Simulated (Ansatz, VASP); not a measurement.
## HfN in VASP and in Ansatz

```xyz
2
Lattice="0.0000 2.2809 2.2809 2.2809 0.0000 2.2809 2.2809 2.2809 0.0000" Properties=species:S:1:pos:R:3 pbc="T T T"
Hf    2.2809    2.2809    2.2809
N     0.0000    0.0000    0.0000
```

Alike in both runs: task single point; functional PBE; k mesh 8 × 8 × 8; occupations gaussian, width 0.05 eV; no spin polarisation.

|  | VASP | Ansatz |
| --- | --- | --- |
| version | VASP 6.6.1 | Ansatz 0.2.0 |
| potentials or method | VASP PAW PBE potentials, release 64 (Hf_pv, N), cutoff 600 eV | scalar-relativistic, plane waves, PAW |
| valence electrons in the cell | 15 | 31 |

VASP gave:

```
gap on the k mesh at the Fermi level (eV) : none
pressure (GPa)                            : -4.6
```

Problem. Which values does Ansatz return?

Solution. gap on the k mesh at the Fermi level (eV): none; pressure (GPa): -2.1.

A gap of «none» marks a metal or a gap that the smearing closes. VASP's potentials hold 15 valence electrons a cell and Ansatz's 31, so a difference there can come from the potentials and not from the codes.

Spin-orbit coupling is off throughout.
